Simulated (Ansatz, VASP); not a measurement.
**Mo in VASP and in Ansatz**

The input INCAR:

```
ALGO = Normal
DIPOL = 0.5 0.5 0.646
EDIFF = 1E-6
ENCUT = 400
GGA = PE
GGA_COMPAT = False
IDIPOL = 3
ISIF = 2
ISMEAR = 1
LASPH = True
LCHARG = False
LDIPOL = True
LREAL = False
LWAVE = False
NBANDS = 66
NELM = 120
NELMDL = -8
PREC = Accurate
SIGMA = 0.1
```

File KPOINTS:

```
k-points
0
Gamma
  12 8 1
```

File POSCAR:

```
Mo
1.0
    3.0037825168      0.0000000000      0.0000000000
    0.0000000000      4.2479899936      0.0000000000
    0.0000000000      0.0000000000     28.0620453701
Mo
8
Direct
    0.0000000000      0.0000000000      0.5233905496
    0.5000000000      0.5000000000      0.5200279889
    0.5000000000      1.0000000000      0.6035330673
    0.0000000000      0.5000000000      0.6057997816
    0.0000000000      1.0000000000      0.6888034221
    0.5000000000      0.5000000000      0.6873466862
    0.5000000000      0.0000000000      0.7679593495
    0.0000000000      0.5000000000      0.7706353805
```

Input for Ansatz:

```yaml
crystal:
  lattice:
    - [3.0037825168, 0.0, 0.0]
    - [0.0, 4.2479899936, 0.0]
    - [0.0, 0.0, 28.0620453701]
  atoms:
    - { symbol: Mo, position: [0.0, 0.0, 0.5233905496] }
    - { symbol: Mo, position: [0.5, 0.5, 0.5200279889] }
    - { symbol: Mo, position: [0.5, 1.0, 0.6035330673] }
    - { symbol: Mo, position: [0.0, 0.5, 0.6057997816] }
    - { symbol: Mo, position: [0.0, 1.0, 0.6888034221] }
    - { symbol: Mo, position: [0.5, 0.5, 0.6873466862] }
    - { symbol: Mo, position: [0.5, 0.0, 0.7679593495] }
    - { symbol: Mo, position: [0.0, 0.5, 0.7706353805] }
basis:
  ecutwfc: 420
kpoints:
  mp_grid: { grid: [12, 8, 1] }
hamiltonian:
  xc: pbe
  pseudopotentials: { kind: paw, azcp: { folder: soft_1 } }
scf:
  occupations: { method: methfessel_paxton, width: 0.1 }
  n_extra_bands: 8
  max_iter: 160
output:
  forces: true
  eigenvalues: true
  write_density: true
  write_potential: true
  elf: true
  volumetric_format: npy
efield:
  axis: 3
  dipole_correction: true
```

Alike in both runs: task single point; functional PBE; k mesh 12 × 8 × 1; occupations methfessel-paxton of order 1, width 0.1 eV; no spin polarisation.

```csv
,VASP,Ansatz
version,VASP 6.6.1,Ansatz 0.2.0
potentials or method,"VASP PAW PBE potentials, release 64 (Mo_sv), cutoff 400 eV","scalar-relativistic, plane waves, PAW"
valence electrons in the cell,112,112
```

```tsv
	VASP	Ansatz	Ansatz less VASP
gap on the k mesh at the Fermi level (eV)	none	none	-
rms of the force components (eV/Å)	0.177	0.179	+0.0022
```

Atom by atom the forces differ by 0.011 eV/Å (rms over components). A gap of «none» marks a metal or a gap that the smearing closes. Ansatz's warnings: xc potential rough in thin density.
